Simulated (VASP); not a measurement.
TaBi, 2 atoms in the cell. Symmetry: Fm-3m, No. 225, cubic system. Conventional cell: a = 5.704 Å, b = 5.704 Å, c = 5.704 Å, α = 90.00°, β = 90.00°, γ = 90.00°. Ta (site symmetry m-3m) has 6 Bi at 2.85 Å within 3.8 Å. Within 3.8 Å of Bi (site symmetry m-3m) lie 6 Ta at 2.85 Å. 

| Item | Value |
| --- | --- |
| Program | VASP 6.6.1 |
| Task | single point |
| Functional | PBEsol |
| Potentials or basis | VASP PAW PBE potentials, release 64 (Ta_pv, Bi_d) |
| Cutoff | 520 eV |
| k mesh | 10 × 10 × 10 |
| Occupations | gaussian, width 0.05 eV |
| Spin | no spin polarisation |
| Dipole correction | no |
| Further INCAR settings | ALGO = Normal; EDIFF = 1e-06; NBANDS = 20 |

Potentials or basis: VASP PAW PBE potentials, release 64 (Ta_pv, Bi_d).

The run is started by

```bash
$ cat potpaw_PBE.64/Ta_pv/POTCAR potpaw_PBE.64/Bi_d/POTCAR > POTCAR
$ mpirun -np 1 vasp_std > vasp.out
```

Hardware: 1 thread of Intel Xeon 8259CL (shared host).

Q: How long does it take, and how much memory?

A: It took 57 s on 1 thread of Intel Xeon 8259CL, with other jobs on the host, peak memory 0.2 GiB. Counts: scf iterations 12, k points 47.
